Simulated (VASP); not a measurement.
The system is AlN.

```
CELL_PARAMETERS angstrom
0.00000 2.21273 2.21273
2.21273 0.00000 2.21273
2.21273 2.21273 0.00000
ATOMIC_POSITIONS crystal
Al 0.00000 0.00000 0.00000
N 0.25000 0.25000 0.25000
```

Base run:

| Quantity | Value |
| --- | --- |
| Program | VASP 6.6.1 |
| Functional | PBE |
| Dispersion | D4 |
| Potentials or basis | VASP PAW PBE potentials, release 64 (Al, N) |
| Cutoff | 600 eV |
| k mesh | 10 × 10 × 10 |
| Occupations | fermi-dirac, width 0.05 eV |
| Spin | no spin polarisation |

Its results: band gap on the k mesh 3.30 eV, indirect (least direct gap 3.85 eV); pressure -7.6 GPa.

Question: After a change of settings the same cell gave: band gap on the k mesh 3.90 eV, indirect (least direct gap 4.53 eV); pressure -9.4 GPa. Which change was it?
A. functional from PBE to BLYP; dispersion from D4 to D3(BJ); cutoff from 600 eV to 520 eV
B. functional from PBE to RPBE; dispersion from D4 to D3(BJ)
C. functional from PBE to r2SCAN; cutoff from 600 eV to 520 eV
D. functional from PBE to PBE exchange alone; dispersion from D4 to none

Answer: C.

r2SCAN gives the wider gap, since meta-GGAs in the generalised Kohn-Sham scheme recover part of the derivative discontinuity.

Caveats: the PAW data sets were made with another functional, which shifts forces and pressure a little (some runs).
